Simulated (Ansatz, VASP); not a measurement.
**One calculation of Al3As, two programs**

```
Al As
1.0
     5.73269    0.00000    0.00000
    -2.86635    4.96466    0.00000
     0.00000    0.00000    4.94583
Al As
6 2
Direct
  0.16504 0.33009 0.75000
  0.66991 0.83496 0.75000
  0.16504 0.83496 0.75000
  0.83496 0.66991 0.25000
  0.33009 0.16504 0.25000
  0.83496 0.16504 0.25000
  0.66667 0.33333 0.75000
  0.33333 0.66667 0.25000
```

Change from the starting cell: species swapped into the Co3Si type (P6_3/mmc, No. 194).

Alike in both runs: functional PBE; k mesh 12 × 12 × 8; occupations gaussian, width 0.1 eV; no spin polarisation.

Ansatz relaxed the structure, and its values are those at the end. VASP's run is a single point on that final structure, the one shown.

|  | VASP | Ansatz |
| --- | --- | --- |
| version | VASP 6.6.1 | Ansatz 0.2.0 |
| potentials or method | VASP PAW PBE potentials, release 64 (Al, As), cutoff 520 eV | scalar-relativistic, plane waves, PAW |
| valence electrons in the cell | 28 | 48 |

|  | VASP | Ansatz | Ansatz less VASP |
| --- | --- | --- | --- |
| gap on the k mesh at the Fermi level (eV) | none | none | - |
| pressure (GPa) | 0.0 | 0.0 | -0.04 |

A gap of «none» marks a metal or a gap that the smearing closes. VASP's potentials hold 28 valence electrons a cell and Ansatz's 48, so a difference there can come from the potentials and not from the codes.
